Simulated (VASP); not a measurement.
# ZnGe3 (Pm-3m) in VASP: further runs

The runs below take ZnGe3 through single point, with r2SCAN.

Program: VASP 6.6.1. These are calculated values, not measurements. Logs are shortened: lines on timing, memory, paths and dates and some standing lists are left out, and cuts for length are marked.

### Step 1. The cell of the first run

It takes space group Pm-3m (No. 221, cubic). The conventional cell has a = 4.260 Å, b = 4.260 Å, c = 4.260 Å, α = 90.00°, β = 90.00°, γ = 90.00°. Zn (site symmetry m-3m) has 12 Ge at 3.01 Å within 4.0 Å. Within 4.0 Å of Ge (site symmetry 4/mmm) lie 4 Zn at 3.01 Å and 8 Ge at 3.01 Å.

### Step 2. Single point, r2SCAN

POSCAR

```
ZnGe3
1.0
    4.2595663531      0.0000000000      0.0000000000
    0.0000000000      4.2595663531      0.0000000000
    0.0000000000      0.0000000000      4.2595663531
Zn Ge
1 3
Direct
    0.0000000000      0.0000000000      0.0000000000
    0.0000000000      0.5000000000      0.5000000000
    0.5000000000      0.0000000000      0.5000000000
    0.5000000000      0.5000000000      0.0000000000
```

INCAR.step1

```
SYSTEM = ZnGe3
  PREC = Accurate
  ENCUT = 520
  ISMEAR = 1
  SIGMA = 0.1
  LREAL = .False.
  LASPH = .True.
  NELM = 60
  NBANDS = 35
  GGA = PE
  ALGO = Normal
  EDIFF = 1E-4
  LWAVE = .True.
  LCHARG = .False.
```

INCAR.step2

```
SYSTEM = ZnGe3
  PREC = Accurate
  ENCUT = 520
  EDIFF = 1E-7
  ISMEAR = 1
  SIGMA = 0.1
  LREAL = .False.
  LASPH = .True.
  NELM = 60
  ALGO = Normal
  ISIF = 2
  LWAVE = .False.
  LCHARG = .False.
  METAGGA = R2SCAN
  LMIXTAU = .True.
  NBANDS = 35
  ISTART = 1
```

KPOINTS

```
regular mesh
0
Gamma
  6 6 6
  0 0 0
```

Potentials or basis: VASP PAW PBE potentials, release 64 (Zn, Ge_d).

Run with:

```console
$ cat potpaw_PBE.64/Zn/POTCAR potpaw_PBE.64/Ge_d/POTCAR > POTCAR
$ cp INCAR.step1 INCAR
$ mpirun -np 1 vasp_std > vasp.out
$ cp INCAR.step2 INCAR
$ mpirun -np 1 vasp_std > vasp.out
```

OUTCAR:

```text
SYSTEM = ZnGe3
   PREC = Accurate
   ENCUT = 520
   EDIFF = 1E-7
   ISMEAR = 1
   LREAL = .False.
   LASPH = .True.
   NELM = 60
   ISIF = 2
   METAGGA = R2SCAN
   ISTART = 1

 ion  position               nearest neighbor table
   1  0.000  0.000  0.000-
   2  0.000  0.500  0.500-
   3  0.500  0.000  0.500-
   4  0.500  0.500  0.000-

  LATTYP: Found a simple cubic cell.
 ALAT       =     4.2595663531

  Lattice vectors:

 A1 = (   4.2595663531,   0.0000000000,   0.0000000000)
 A2 = (   0.0000000000,   4.2595663531,   0.0000000000)
 A3 = (   0.0000000000,   0.0000000000,   4.2595663531)

Analysis of symmetry for initial positions (statically):
=====================================================================
 Subroutine PRICEL returns:
 Original cell was already a primitive cell.

 Routine SETGRP: Setting up the symmetry group for a
 simple cubic supercell.

 Subroutine GETGRP returns: Found 48 space group operations
 (whereof 48 operations were pure point group operations)
 out of a pool of 48 trial point group operations.

The static configuration has the point symmetry O_h .

Analysis of symmetry for dynamics (positions and initial velocities):
=====================================================================
 Subroutine PRICEL returns:
 Original cell was already a primitive cell.

 Routine SETGRP: Setting up the symmetry group for a
 simple cubic supercell.

 Subroutine GETGRP returns: Found 48 space group operations
 (whereof 48 operations were pure point group operations)
 out of a pool of 48 trial point group operations.

The dynamic configuration has the point symmetry O_h .

 Subroutine INISYM returns: Found 48 space group operations
 (whereof 48 operations are pure point group operations),
 and found     1 'primitive' translations

----------------------------------------------------------------------------------------

                                     Primitive cell

  volume of cell :      77.2852

  direct lattice vectors                    reciprocal lattice vectors
     4.259566353  0.000000000  0.000000000     0.234765682  0.000000000  0.000000000
     0.000000000  4.259566353  0.000000000     0.000000000  0.234765682  0.000000000
     0.000000000  0.000000000  4.259566353     0.000000000  0.000000000  0.234765682

  length of vectors
     4.259566353  4.259566353  4.259566353     0.234765682  0.234765682  0.234765682

  position of ions in fractional coordinates (direct lattice)
     0.000000000  0.000000000  0.000000000
     0.000000000  0.500000000  0.500000000
     0.500000000  0.000000000  0.500000000
     0.500000000  0.500000000  0.000000000

  ion indices of the primitive-cell ions
   primitive index   ion index
                 1           1
                 2           2
                 3           3
                 4           4

----------------------------------------------------------------------------------------

 KPOINTS: regular mesh

Automatic generation of k-mesh.
 Grid dimensions read from file:
 generate k-points for:    6    6    6

 Generating k-lattice:

  Cartesian coordinates                     Fractional coordinates (reciprocal lattice)
     0.039127614  0.000000000  0.000000000     0.166666667  0.000000000  0.000000000
     0.000000000  0.039127614  0.000000000     0.000000000  0.166666667  0.000000000
     0.000000000  0.000000000  0.039127614     0.000000000  0.000000000  0.166666667

  Length of vectors
     0.039127614  0.039127614  0.039127614

  Shift w.r.t. Gamma in fractional coordinates (k-lattice)
     0.000000000  0.000000000  0.000000000

 Subroutine IBZKPT returns following result:
 ===========================================

 Found     20 irreducible k-points:

 Following reciprocal coordinates:
            Coordinates               Weight
  0.000000  0.000000  0.000000      1.000000
  0.166667  0.000000  0.000000      6.000000
  0.333333  0.000000  0.000000      6.000000
  0.500000  0.000000  0.000000      3.000000
  0.166667  0.166667  0.000000     12.000000
  0.333333  0.166667  0.000000     24.000000
[... 12 lines left out ...]
  0.500000  0.500000  0.333333      6.000000
  0.500000  0.500000  0.500000      1.000000
   k-points           NKPTS =     20   k-points in BZ     NKDIM =     20   number of bands    NBANDS=     35
   number of dos      NEDOS =    301   number of ions     NIONS =      4
   total plane-waves  NPLWV =  32768
   dimension x,y,z NGX =    32 NGY =   32 NGZ =   32
   dimension x,y,z NGXF=    64 NGYF=   64 NGZF=   64
   ions per type =               1   3
   NGX,Y,Z   is equivalent  to a cutoff of  12.49, 12.49, 12.49 a.u.
   NGXF,Y,Z  is equivalent  to a cutoff of  24.98, 24.98, 24.98 a.u.
 SYSTEM =  ZnGe3
   PREC   = accura    normal or accurate (medium, high low for compatibility)
   ISTART =      1    job   : 0-new  1-cont  2-samecut
   ICHARG =      0    charge: 1-file 2-atom 10-const
   ISPIN  =      1    spin polarized calculation?
   LNONCOLLINEAR =      F non collinear calculations
   LSORBIT =      F    spin-orbit coupling
   LASPH  =      T    aspherical Exc in radial PAW
   ENCUT  =  520.0 eV  38.22 Ry    6.18 a.u.   7.92  7.92  7.92*2*pi/ulx,y,z
   NELM   =     60;   NELMIN=  2; NELMDL=  0     # of ELM steps
   EDIFF  = 0.1E-06   stopping-criterion for ELM
   LREAL  =      F    real-space projection
   EDIFFG = 0.1E-05   stopping-criterion for IOM
   NSW    =      0    number of steps for IOM
   IBRION =     -1    ionic relax: 0-MD 1-quasi-New 2-CG
   NFREE  =      0    steps in history (QN), initial steepest desc. (CG)
   ISIF   =      2    stress and relaxation
   ISYM   =      2    0-nonsym 1-usesym 2-fastsym
   POTIM  = 0.5000    time-step for ionic-motion
   TEBEG  =    0.0;   TEEND  =   0.0 temperature during run
   PSTRESS=    0.0 pullay stress
   NELECT =      54.0000    total number of electrons
   NUPDOWN=      -1.0000    fix difference up-down
   EMIN   =  10.00;   EMAX   =-10.00  energy-range for DOS
   EFERMI =   0.00;   METHOD = LEGACY
   ISMEAR =     1;   SIGMA  =   0.10  broadening in eV -4-tet -1-fermi 0-gaus
   EFERMI_NEDOS =   21; number of points for ismear=-14 and -15
   IALGO  =     38    algorithm
   IMIX   =      4    mixing-type and parameters
     AMIX     =   0.40;   BMIX     =  1.00
     AMIX_MAG =   1.60;   BMIX_MAG =  1.00
  volume/ion in A,a.u.               =      19.32       130.39
  Fermi-wavevector in a.u.,A,eV,Ry     =   1.452694  2.745193 28.712630  2.110319
  Thomas-Fermi vector in A             =   2.570046
   LORBIT       =      0    0 simple, 1 ext, 2 COOP (PROOUT), +10 PAW based schemes
   METAGGA = R2SCAN    functional components
   LHFCALC =     F    Hartree Fock is set to
   AEXX    =    0.0000 exact exchange contribution
   IVDW    =     0    specifies the selected vdW correction
   LEPSILON=     F    determine dielectric tensor
   LRPA    =     F    only Hartree local field effects (RPA)
 non-spin polarized calculation
 Methfessel and Paxton  Order N= 1 SIGMA  =   0.10
  energy-cutoff  :      520.00
  volume of cell :       77.29
 maximum number of plane-waves:      2103
 NGX is ok and might be reduce to    32
   NGX = 15   NGY = 15   NGZ = 15

 number of electron      53.9999996 magnetization

 Free energy of the ion-electron system (eV)
  ---------------------------------------------------
  ext. energy  EPLUGINS =         0.00000000
  ---------------------------------------------------
  free energy    TOTEN  =       -48.51849899 eV

  energy without entropy =      -48.51869007  energy(sigma->0) =      -48.51856268

 E-fermi :   5.3773     XC(G=0): -12.0498

 val. band max:        5.3700761377   @ k =   0.3333   0.3333   0.3333
 cond. band min:       5.4125785829   @ k =   0.5000   0.5000   0.1667
 fundamental gap:      0.0425024452
 Fermi energy:         5.3773062294

 k-point     1 :       0.0000    0.0000    0.0000
  band No.  band energies     occupation
      1     -20.2805      2.00000
      2     -20.2805      2.00000
      3     -20.2805      2.00000
      4     -20.2684      2.00000
      5     -20.2297      2.00000
      6     -20.2297      2.00000
[... 27 lines left out ...]
     34      13.0305      0.00000
     35      13.0347      0.00000

 k-point     2 :       0.1667    0.0000    0.0000
  band No.  band energies     occupation
      1     -20.2792      2.00000
      2     -20.2716      2.00000
      3     -20.2716      2.00000
      4     -20.2627      2.00000
      5     -20.2289      2.00000
      6     -20.2246      2.00000
[... 27 lines left out ...]
     34      13.2317      0.00000
     35      13.5138      0.00000

 k-point     3 :       0.3333    0.0000    0.0000
  band No.  band energies     occupation
      1     -20.2765      2.00000
      2     -20.2486      2.00000
      3     -20.2473      2.00000
      4     -20.2473      2.00000
      5     -20.2271      2.00000
      6     -20.2118      2.00000
[... 27 lines left out ...]
     34      13.5690      0.00000
     35      13.6095      0.00000

 k-point     4 :       0.5000    0.0000    0.0000
  band No.  band energies     occupation
      1     -20.2750      2.00000
      2     -20.2387      2.00000
      3     -20.2250      2.00000
      4     -20.2200      2.00000
      5     -20.2200      2.00000
      6     -20.2079      2.00000
[... 27 lines left out ...]
     34      11.2641      0.00000
     35      12.6897      0.00000

 k-point     5 :       0.1667    0.1667    0.0000
  band No.  band energies     occupation
      1     -20.2728      2.00000
      2     -20.2680      2.00000
      3     -20.2667      2.00000
      4     -20.2558      2.00000
      5     -20.2263      2.00000
      6     -20.2211      2.00000
[... 486 lines left out ...]
 k-point    18 :       0.5000    0.3333    0.3333
  band No.  band energies     occupation
      1     -20.2487      2.00000
      2     -20.2402      2.00000
      3     -20.2388      2.00000
      4     -20.2358      2.00000
      5     -20.2358      2.00000
      6     -20.2324      2.00000
[... 27 lines left out ...]
     34      13.7625      0.00000
     35      14.1676      0.00000

 k-point    19 :       0.5000    0.5000    0.3333
  band No.  band energies     occupation
      1     -20.2437      2.00000
      2     -20.2437      2.00000
      3     -20.2427      2.00000
      4     -20.2368      2.00000
      5     -20.2363      2.00000
      6     -20.2363      2.00000
[... 27 lines left out ...]
     34      14.3522      0.00000
     35      15.3615      0.00000

 k-point    20 :       0.5000    0.5000    0.5000
  band No.  band energies     occupation
      1     -20.2461      2.00000
      2     -20.2461      2.00000
      3     -20.2461      2.00000
      4     -20.2404      2.00000
      5     -20.2391      2.00000
      6     -20.2391      2.00000
[... 27 lines left out ...]
     34      16.2006      0.00000
     35      16.2006      0.00000

------------------------ aborting loop because EDIFF is reached ----------------------------------------

  FORCE on cell =-STRESS in cart. coord.  units (eV):
  Direction    XX          YY          ZZ          XY          YZ          ZX
  --------------------------------------------------------------------------------------
  -------------------------------------------------------------------------------------
  Total       -1.9613372     -1.9613372     -1.9613372     -0.0000000      0.0000000      0.0000000
  in kB      -40.6599348    -40.6599348    -40.6599348     -0.0000000      0.0000000      0.0000000
  external PRESSURE =     -40.6599348 kB  Pullay stress =       0.0000000 kB

 VOLUME and BASIS-vectors are now :
 -----------------------------------------------------------------------------
  energy-cutoff  :      520.00
  volume of cell :       77.29
      direct lattice vectors                 reciprocal lattice vectors
     4.259566353  0.000000000  0.000000000     0.234765682  0.000000000  0.000000000
     0.000000000  4.259566353  0.000000000     0.000000000  0.234765682  0.000000000
     0.000000000  0.000000000  4.259566353     0.000000000  0.000000000  0.234765682

 POSITION                                       TOTAL-FORCE (eV/Angst)
 -----------------------------------------------------------------------------------
      0.00000      0.00000      0.00000         0.000000      0.000000      0.000000
      0.00000      2.12978      2.12978         0.000000      0.000000      0.000000
      2.12978      0.00000      2.12978         0.000000      0.000000      0.000000
      2.12978      2.12978      0.00000         0.000000      0.000000      0.000000
 -----------------------------------------------------------------------------------
    total drift:                                0.000000     -0.000000     -0.000000

  FREE ENERGIE OF THE ION-ELECTRON SYSTEM (eV)
  ---------------------------------------------------
  free  energy   TOTEN  =       -48.5184989915 eV

  energy  without entropy=      -48.5186900688  energy(sigma->0) =      -48.51856268
```

It took 4.7 min on 1 thread of AMD EPYC 7R13, shared host; peak memory 0.18 GiB.

Results:

```yaml
Free_energy: -48.5185 eV
Pressure: -4.1 GPa
Band_gap_on_the_k_mesh: zero (band 27 reaches 5.75 eV, above the bottom of band 28 at 2.18 eV)
```

Levels at points of the mesh, in eV from the Fermi level:
```
           k point  band 24  band 25  band 26  band 27  band 28  band 29  band 30  band 31
(0.00, 0.00, 0.00)    -3.95    -3.95    -3.95    -1.37     2.71     2.71     2.71     4.44
(0.50, 0.00, 0.00)    -2.01    -2.01    -1.79    -1.05    -1.05     0.30     0.56     4.99
(0.50, 0.50, 0.00)    -6.24    -0.71    -0.09     0.28     0.28     0.37     0.37     2.43
(0.50, 0.50, 0.50)    -5.82    -4.92    -4.92    -4.92    -3.20     6.99     6.99     7.11
```

Caveat: the PAW data sets were made with another functional, which shifts forces and pressure a little.

(Part 1 of 2 ends here.)
